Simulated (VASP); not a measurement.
Input of a VASP 6.6.1 run:

The input INCAR:

```
SYSTEM = Zr
ALGO = Normal ; EDIFF = 1E-7
ENCUT = 520 ; GGA = PE
ISIF = 2 ; ISMEAR = -1
LASPH = .TRUE. ; LCHARG = .FALSE.
LREAL = .FALSE. ; LWAVE = .FALSE.
NBANDS = 19 ; NELM = 80
PREC = Accurate ; SIGMA = 0.05
```

Contents of KPOINTS:

```
k-points
0
G
  16 16 9
  0 0 0
```

The input POSCAR:

```
Zr
1.0
    2.7470995768      0.0000000000      0.0000000000
   -1.3735497884      2.3790580203      0.0000000000
    0.0000000000      0.0000000000      4.8530354888
Zr
2
Direct
    0.3333333333      0.6666666667      0.2500000000
    0.6666666667      0.3333333333      0.7500000000
```

Potentials or basis: VASP PAW PBE potentials, release 64 (Zr_sv).

Launch:

```sh
$ cat potpaw_PBE.64/Zr_sv/POTCAR > POTCAR
$ mpirun -np 1 vasp_std > vasp.out
```

(1) Estimate the band gap on the k mesh.

(2) Predict the pressure.

Answers

(1) zero (band 12 reaches 14.98 eV, above the bottom of band 13 at 13.42 eV).

(2) 64.2 GPa.
